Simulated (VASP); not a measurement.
# SnO2 (Cm) in VASP: single point with LDA

Aim: the single point of SnO2 with LDA.

All numbers are computed with VASP 6.6.1; they aren't measurements. Logs are shortened: lines on timing, memory, paths and dates and some standing lists are left out, and cuts for length are marked.

## (1) The cell of the first run

Symmetry: Cm, No. 8, monoclinic system. Conventional cell: a = 10.849 Å, b = 6.263 Å, c = 6.263 Å, α = 90.00°, β = 125.26°, γ = 90.00°. Sn (site symmetry m) has 6 O at 1.91 to 2.26 Å within 2.5 Å. Sn (site symmetry 1) has 6 O at 2.08 Å within 2.8 Å. Within 2.8 Å of Sn (site symmetry m) lie 6 O at 2.08 Å. O (site symmetry 1) has 3 Sn at 2.08 to 2.10 Å and 3 O at 2.74 Å within 2.8 Å. Within 2.8 Å of O (site symmetry m) lie 3 Sn at 2.08 to 2.26 Å and 3 O at 2.74 Å. Within 2.8 Å of O (site symmetry m) lie 3 Sn at 2.08 Å and 3 O at 2.74 Å. Within 2.8 Å of O (site symmetry 1) lie 3 Sn at 2.08 Å and 3 O at 2.74 Å. Within 2.8 Å of O (site symmetry m) lie 3 Sn at 2.08 Å and 3 O at 2.74 Å.

## (2) Single point, LDA (atom 1 (Sn) moved by -0.176 Å along [1 0 0] and -0.000 Å along [0 0 1])

The input, INCAR:

```
ALGO = Normal
EDIFF = 1E-7
ENCUT = 520
GGA = CA
ISIF = 2
ISMEAR = 0
LASPH = True
LCHARG = False
LREAL = False
LWAVE = False
NBANDS = 64
NELM = 80
PREC = Accurate
SIGMA = 0.05
```

The input, KPOINTS:

```
k-points
0
Gamma
  6 6 6
```

The input, POSCAR:

```
SnO2
1.0
    0.0000000000      4.4289551266      4.4289551266
    4.4289551266      0.0000000000      4.4289551266
    4.4289551266      4.4289551266      0.0000000000
Sn O
4 8
Direct
    0.1448692462      0.1051307538      0.6051307538
    0.6250000000      0.1250000000      0.1250000000
    0.1250000000      0.6250000000      0.1250000000
    0.1250000000      0.1250000000      0.1250000000
    0.8907311159      0.8907311159      0.8907311159
    0.8907311159      0.3278066522      0.8907311159
    0.8907311159      0.8907311159      0.3278066522
    0.3278066522      0.8907311159      0.8907311159
    0.9221933478      0.3592688841      0.3592688841
    0.3592688841      0.3592688841      0.9221933478
    0.3592688841      0.9221933478      0.3592688841
    0.3592688841      0.3592688841      0.3592688841
```

Potentials or basis: VASP PAW LDA potentials, release 64 (Sn_d, O).

Run with:

```console
cat potpaw_LDA.64/Sn_d/POTCAR potpaw_LDA.64/O/POTCAR > POTCAR
mpirun -np 1 vasp_std > vasp.out
```

OUTCAR:

```text
EDIFF = 1E-7
   ENCUT = 520
   GGA = CA
   ISIF = 2
   ISMEAR = 0
   LASPH = True
   LREAL = False
   NELM = 80
   PREC = Accurate

 ion  position               nearest neighbor table
   1  0.145  0.105  0.605-  11 1.91   9 2.08  12 2.08   8 2.10   5 2.10   6 2.26   2 3.01   4 3.01
                             3 3.14   3 3.14   4 3.26   2 3.26
   2  0.625  0.125  0.125-   6 2.08   7 2.08  10 2.08  11 2.08   5 2.08  12 2.08   1 3.01   4 3.13
                             3 3.13   3 3.13   4 3.13   1 3.26
   3  0.125  0.625  0.125-   7 2.08   8 2.08   9 2.08  10 2.08   5 2.08  12 2.08   4 3.13   2 3.13
                             4 3.13   2 3.13   1 3.14   1 3.14
   4  0.125  0.125  0.125-   6 2.08   8 2.08   9 2.08  11 2.08  10 2.08   7 2.08   1 3.01   2 3.13
                             3 3.13   3 3.13   2 3.13   1 3.26
   5  0.891  0.891  0.891-   2 2.08   3 2.08   1 2.10
   6  0.891  0.328  0.891-   2 2.08   4 2.08   1 2.26
   7  0.891  0.891  0.328-   2 2.08   3 2.08   4 2.08
   8  0.328  0.891  0.891-   3 2.08   4 2.08   1 2.10
   9  0.922  0.359  0.359-   1 2.08   3 2.08   4 2.08
  10  0.359  0.359  0.922-   2 2.08   3 2.08   4 2.08
  11  0.359  0.922  0.359-   1 1.91   2 2.08   4 2.08
  12  0.359  0.359  0.359-   1 2.08   2 2.08   3 2.08

  LATTYP: Found a face centered cubic cell.
 ALAT       =     8.8579102532

  Lattice vectors:

 A1 = (   0.0000000000,   4.4289551266,   4.4289551266)
 A2 = (   4.4289551266,   0.0000000000,   4.4289551266)
 A3 = (   4.4289551266,   4.4289551266,   0.0000000000)

Analysis of symmetry for initial positions (statically):
=====================================================================
 Subroutine PRICEL returns:
 Original cell was already a primitive cell.

 Routine SETGRP: Setting up the symmetry group for a
 face centered cubic supercell.

 Subroutine GETGRP returns: Found  2 space group operations
 (whereof  2 operations were pure point group operations)
 out of a pool of 48 trial point group operations.

The static configuration has the point symmetry C_1h.

Analysis of symmetry for dynamics (positions and initial velocities):
=====================================================================
 Subroutine PRICEL returns:
 Original cell was already a primitive cell.

 Routine SETGRP: Setting up the symmetry group for a
 face centered cubic supercell.

 Subroutine GETGRP returns: Found  2 space group operations
 (whereof  2 operations were pure point group operations)
 out of a pool of 48 trial point group operations.

The dynamic configuration has the point symmetry C_1h.

 Subroutine INISYM returns: Found  2 space group operations
 (whereof  2 operations are pure point group operations),
 and found     1 'primitive' translations

----------------------------------------------------------------------------------------

                                     Primitive cell

  volume of cell :     173.7536

  direct lattice vectors                    reciprocal lattice vectors
     0.000000000  4.428955127  4.428955127    -0.112893445  0.112893445  0.112893445
     4.428955127  0.000000000  4.428955127     0.112893445 -0.112893445  0.112893445
     4.428955127  4.428955127  0.000000000     0.112893445  0.112893445 -0.112893445

  length of vectors
     6.263488407  6.263488407  6.263488407     0.195537182  0.195537182  0.195537182

  position of ions in fractional coordinates (direct lattice)
     0.144869246  0.105130754  0.605130754
     0.625000000  0.125000000  0.125000000
     0.125000000  0.625000000  0.125000000
     0.125000000  0.125000000  0.125000000
     0.890731116  0.890731116  0.890731116
     0.890731116  0.327806652  0.890731116
     0.890731116  0.890731116  0.327806652
     0.327806652  0.890731116  0.890731116
     0.922193348  0.359268884  0.359268884
     0.359268884  0.359268884  0.922193348
     0.359268884  0.922193348  0.359268884
     0.359268884  0.359268884  0.359268884

  ion indices of the primitive-cell ions
   primitive index   ion index
                 1           1
                 2           2
                 3           3
                 4           4
                 5           5
                 6           6
                 7           7
                 8           8
                 9           9
                10          10
                11          11
                12          12

----------------------------------------------------------------------------------------

 KPOINTS: k-points

Automatic generation of k-mesh.
 Grid dimensions read from file:
 generate k-points for:    6    6    6

 Generating k-lattice:

  Cartesian coordinates                     Fractional coordinates (reciprocal lattice)
    -0.018815574  0.018815574  0.018815574     0.166666667  0.000000000  0.000000000
     0.018815574 -0.018815574  0.018815574     0.000000000  0.166666667  0.000000000
     0.018815574  0.018815574 -0.018815574     0.000000000  0.000000000  0.166666667

  Length of vectors
     0.032589530  0.032589530  0.032589530

  Shift w.r.t. Gamma in fractional coordinates (k-lattice)
     0.000000000  0.000000000  0.000000000

 Subroutine IBZKPT returns following result:
 ===========================================

 Found     68 irreducible k-points:

 Following reciprocal coordinates:
            Coordinates               Weight
  0.000000  0.000000  0.000000      1.000000
  0.166667  0.000000  0.000000      4.000000
  0.000000  0.166667  0.000000      2.000000
  0.000000  0.000000  0.166667      2.000000
  0.333333  0.000000  0.000000      4.000000
  0.000000  0.333333  0.000000      2.000000
[... 16 lines left out ...]
  0.166667  0.500000  0.000000      4.000000
  0.333333 -0.166667 -0.166667      4.000000
 [... further k-points ...]
   k-points           NKPTS =     68   k-points in BZ     NKDIM =     68   number of bands    NBANDS=     64
   number of dos      NEDOS =    301   number of ions     NIONS =     12
   total plane-waves  NPLWV = 110592
   dimension x,y,z NGX =    48 NGY =   48 NGZ =   48
   dimension x,y,z NGXF=    96 NGYF=   96 NGZF=   96
   ions per type =               4   8
   NGX,Y,Z   is equivalent  to a cutoff of  12.74, 12.74, 12.74 a.u.
   NGXF,Y,Z  is equivalent  to a cutoff of  25.48, 25.48, 25.48 a.u.
 SYSTEM =  unknown system
   PREC   = accura    normal or accurate (medium, high low for compatibility)
   ISTART =      0    job   : 0-new  1-cont  2-samecut
   ICHARG =      2    charge: 1-file 2-atom 10-const
   ISPIN  =      1    spin polarized calculation?
   LNONCOLLINEAR =      F non collinear calculations
   LSORBIT =      F    spin-orbit coupling
   LASPH  =      T    aspherical Exc in radial PAW
   ENCUT  =  520.0 eV  38.22 Ry    6.18 a.u.  11.65 11.65 11.65*2*pi/ulx,y,z
   NELM   =     80;   NELMIN=  2; NELMDL= -5     # of ELM steps
   EDIFF  = 0.1E-06   stopping-criterion for ELM
   LREAL  =      F    real-space projection
   EDIFFG = 0.1E-05   stopping-criterion for IOM
   NSW    =      0    number of steps for IOM
   IBRION =     -1    ionic relax: 0-MD 1-quasi-New 2-CG
   NFREE  =      0    steps in history (QN), initial steepest desc. (CG)
   ISIF   =      2    stress and relaxation
   ISYM   =      2    0-nonsym 1-usesym 2-fastsym
   POTIM  = 0.5000    time-step for ionic-motion
   TEBEG  =    0.0;   TEEND  =   0.0 temperature during run
   PSTRESS=    0.0 pullay stress
   NELECT =     104.0000    total number of electrons
   NUPDOWN=      -1.0000    fix difference up-down
   EMIN   =  10.00;   EMAX   =-10.00  energy-range for DOS
   EFERMI =   0.00;   METHOD = LEGACY
   ISMEAR =     0;   SIGMA  =   0.05  broadening in eV -4-tet -1-fermi 0-gaus
   EFERMI_NEDOS =   21; number of points for ismear=-14 and -15
   IALGO  =     38    algorithm
   IMIX   =      4    mixing-type and parameters
     AMIX     =   0.40;   BMIX     =  1.00
     AMIX_MAG =   1.60;   BMIX_MAG =  1.00
  volume/ion in A,a.u.               =      14.48        97.71
  Fermi-wavevector in a.u.,A,eV,Ry     =   1.379668  2.607195 25.898478  1.903484
  Thomas-Fermi vector in A             =   2.504616
   LORBIT       =      0    0 simple, 1 ext, 2 COOP (PROOUT), +10 PAW based schemes
   GGA     = CA    functional components
   LHFCALC =     F    Hartree Fock is set to
   AEXX    =    0.0000 exact exchange contribution
   IVDW    =     0    specifies the selected vdW correction
   LEPSILON=     F    determine dielectric tensor
   LRPA    =     F    only Hartree local field effects (RPA)
 non-spin polarized calculation
 Gauss-broadening in eV      SIGMA  =   0.05
  energy-cutoff  :      520.00
  volume of cell :      173.75
 maximum number of plane-waves:      4720
 NGX is ok and might be reduce to    48
   NGX = 23   NGY = 23   NGZ = 23

 number of electron     104.0000013 magnetization

 Free energy of the ion-electron system (eV)
  ---------------------------------------------------
  ext. energy  EPLUGINS =         0.00000000
  ---------------------------------------------------
  free energy    TOTEN  =       -80.96630252 eV

  energy without entropy =      -80.96630252  energy(sigma->0) =      -80.96630252

 E-fermi :   3.4105     XC(G=0): -10.4278

 val. band max:        3.1055540252   @ k =   0.0000   0.0000   0.0000
 cond. band min:       4.8722823954   @ k =   0.0000   0.0000   0.0000
 fundamental gap:      1.7667283702
 Fermi energy:         3.4104597337

 k-point     1 :       0.0000    0.0000    0.0000
  band No.  band energies     occupation
      1     -18.0073      2.00000
      2     -17.8029      2.00000
      3     -17.7986      2.00000
      4     -17.2748      2.00000
      5     -16.9514      2.00000
      6     -16.9435      2.00000
[... 56 lines left out ...]
     63      13.6934      0.00000
     64      14.1887      0.00000

 k-point     2 :       0.1667    0.0000    0.0000
  band No.  band energies     occupation
      1     -17.9743      2.00000
      2     -17.7865      2.00000
      3     -17.7520      2.00000
      4     -17.2453      2.00000
      5     -16.9785      2.00000
      6     -16.9445      2.00000
[... 1530 lines left out ...]
     63      12.9408      0.00000
     64      13.2123      0.00000

 [... further k-points ...]

------------------------ aborting loop because EDIFF is reached ----------------------------------------

  FORCE on cell =-STRESS in cart. coord.  units (eV):
  Direction    XX          YY          ZZ          XY          YZ          ZX
  --------------------------------------------------------------------------------------
  -------------------------------------------------------------------------------------
  Total        4.2310577      1.1808946      1.1808946      0.3733328      0.0781543     -0.3733330
  in kB       39.0144688     10.8889973     10.8889973      3.4424919      0.7206589     -3.4424938
  external PRESSURE =      20.2641545 kB  Pullay stress =       0.0000000 kB

 VOLUME and BASIS-vectors are now :
 -----------------------------------------------------------------------------
  energy-cutoff  :      520.00
  volume of cell :      173.75
      direct lattice vectors                 reciprocal lattice vectors
     0.000000000  4.428955127  4.428955127    -0.112893445  0.112893445  0.112893445
     4.428955127  0.000000000  4.428955127     0.112893445 -0.112893445  0.112893445
     4.428955127  4.428955127  0.000000000     0.112893445  0.112893445 -0.112893445

 POSITION                                       TOTAL-FORCE (eV/Angst)
 -----------------------------------------------------------------------------------
      3.14572      3.32172      1.10724         4.871061      0.992367     -0.992367
      1.10724      3.32172      3.32172        -0.564765     -0.003698      1.665492
      3.32172      1.10724      3.32172         0.169320      0.001770     -0.001770
      1.10724      1.10724      1.10724        -0.564765     -1.665492      0.003698
      7.89002      7.89002      7.89002        -0.284856     -0.003522     -0.053066
      5.39685      7.89002      5.39685        -0.554043      0.106827     -0.106827
      5.39685      5.39685      7.89002         0.044688      0.193154     -0.193154
      7.89002      5.39685      5.39685        -0.284856      0.053066      0.003522
      3.18237      5.67554      5.67554        -0.170196      0.055086     -0.118576
      5.67554      5.67554      3.18237        -0.091065      0.073255     -0.073255
      5.67554      3.18237      5.67554        -2.400329      0.078610     -0.078610
      3.18237      3.18237      3.18237        -0.170196      0.118576     -0.055086
 -----------------------------------------------------------------------------------
    total drift:                               -0.000181     -0.000154      0.000154

  FREE ENERGIE OF THE ION-ELECTRON SYSTEM (eV)
  ---------------------------------------------------
  free  energy   TOTEN  =       -80.9663025199 eV

  energy  without entropy=      -80.9663025199  energy(sigma->0) =      -80.96630252
```

It took 14 min on 1 thread of Intel Xeon Platinum 8488C (Sapphire Rapids), shared host; peak memory 0.61 GiB.

What came out:

- Free energy: -80.9663 eV
- Pressure: 2.0 GPa
- Largest force: 5.069 eV/Å
- Band gap on the k mesh: 1.77 eV

Forces in eV/Å, atoms in the order of the input:
```
Sn   4.871  0.992 -0.992
Sn  -0.565 -0.004  1.665
Sn   0.169  0.002 -0.002
Sn  -0.565 -1.665  0.004
O   -0.285 -0.004 -0.053
O   -0.554  0.107 -0.107
O    0.045  0.193 -0.193
O   -0.285  0.053  0.004
O   -0.170  0.055 -0.119
O   -0.091  0.073 -0.073
O   -2.400  0.079 -0.079
O   -0.170  0.119 -0.055
```

Stress tensor (GPa, compression positive):
```
 3.90  0.34 -0.34
 0.34  1.09  0.07
-0.34  0.07  1.09
```

Caveat: the cell differs from its parent crystal (atom 1 (Sn) moved by -0.176 Å along [1 0 0] and -0.000 Å along [0 0 1]); spin-orbit coupling is left out, which moves the levels of the heavy elements; forces of over 1 eV/Å act on the atoms, so gaps and moduli don't describe the material at rest.
